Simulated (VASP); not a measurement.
A run of VASP 6.6.1:

Contents of INCAR:

```
PREC     = Accurate       # precision mode
ENCUT    = 520            # plane-wave cutoff, eV
EDIFF    = 1E-6           # SCF threshold, eV
ISMEAR   = -1             # smearing method
SIGMA    = 0.05           # smearing width, eV
LREAL    = F              # projectors in reciprocal space
LASPH    = T              # aspherical terms in the spheres
NELM     = 100            # most SCF steps
ALGO     = Normal         # electronic algorithm
ISIF     = 2              # what is computed and relaxed
LWAVE    = F              # write WAVECAR
LCHARG   = F              # write CHGCAR
LDIPOL   = T            
IDIPOL   = 3            
DIPOL    = 0.5 0.5 0.500
GGA      = PS             # functional
NBANDS   = 36             # bands
```

Contents of KPOINTS:

```
regular mesh
0
Gamma
  14 10 1
```

File POSCAR:

```
Ag
1.0
    2.8669039270      0.0000000000      0.0000000000
    0.0000000000      4.0544144156      0.0000000000
    0.0000000000      0.0000000000     21.7338000000
Ag
5
Direct
    0.0000000000      0.0000000000      0.3680900752
    0.5000000000      0.5000000000      0.4340450374
    0.0000000000      0.0000000000      0.5000000000
    0.5000000000      0.5000000000      0.5659549626
    0.0000000000      0.0000000000      0.6319099248
```

Potentials or basis: VASP PAW PBE potentials, release 64 (Ag).

Launch:

```console
$ cat potpaw_PBE.64/Ag/POTCAR > POTCAR
$ mpirun -np 1 vasp_std > vasp.out
```

Hardware: 1 thread of Intel(R) Xeon(R) Platinum 8488C (Sapphire Rapids), on a shared host.

Question: How long does it take, and how much memory?

Answer: It took 7.2 min on 1 thread of Intel(R) Xeon(R) Platinum 8488C (Sapphire Rapids) (shared host), peak memory 0.53 GiB. Counts: scf iterations 22, k points 48.
